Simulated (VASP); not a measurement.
The system is Ca3Y3Au.

```
Ca Y Au
1.0
     5.56558    0.00000    0.00000
     0.00000    5.56558    0.00000
     0.00000    0.00000    5.56558
Ca Y Au
3 3 1
Direct
  0.00000 0.50000 0.00000
  0.50000 0.00000 0.00000
  0.00000 0.00000 0.50000
  0.00000 0.50000 0.50000
  0.50000 0.50000 0.00000
  0.50000 0.00000 0.50000
  0.50000 0.50000 0.50000
```

The cell was built from a structure type or drawn by symmetry, and may not be a known phase.

* Program: VASP 6.6.1
* Task: relaxation of cell and atoms
* Functional: PBE
* Potentials or basis: VASP PAW PBE potentials, release 64 (Ca_sv, Y_sv, Au)
* Cutoff: 600 eV
* k mesh: 4 × 4 × 4
* Occupations: gaussian, width 0.1 eV
* Spin: no spin polarisation

At the start: pressure 17.2 GPa; volume 24.63 Å³/atom.

Problem. How do energy, volume and symmetry change on relaxing?

Solution. Over 3 steps the energy falls by 437.1 meV/atom and the volume is 35.90 Å³/atom (+45.8 %); space group Pm-3m (No. 221, to 0.1 Å) before and after.

The path:
| step | energy change (eV) | largest force (eV/Å) | pressure (GPa) | volume (Å³) |
| --- | --- | --- | --- | --- |
| 1 | 0.0000 | 0.0000 | 17.24 | 172.40 |
| 2 | -3.0576 | 0.0000 | 0.26 | 247.33 |
| 3 | -3.0595 | 0.0000 | -0.10 | 251.32 |

Final structure:
```
Ca Y Au
1.0
     6.31070    0.00000    0.00000
     0.00000    6.31070    0.00000
     0.00000    0.00000    6.31070
Ca Y Au
3 3 1
Direct
  0.00000 0.50000 0.00000
  0.50000 0.00000 0.00000
  0.00000 0.00000 0.50000
  0.00000 0.50000 0.50000
  0.50000 0.50000 0.00000
  0.50000 0.00000 0.50000
  0.50000 0.50000 0.50000
```

Caveat: the volume moved by over 15 % at a fixed basis, so the end points are rough.
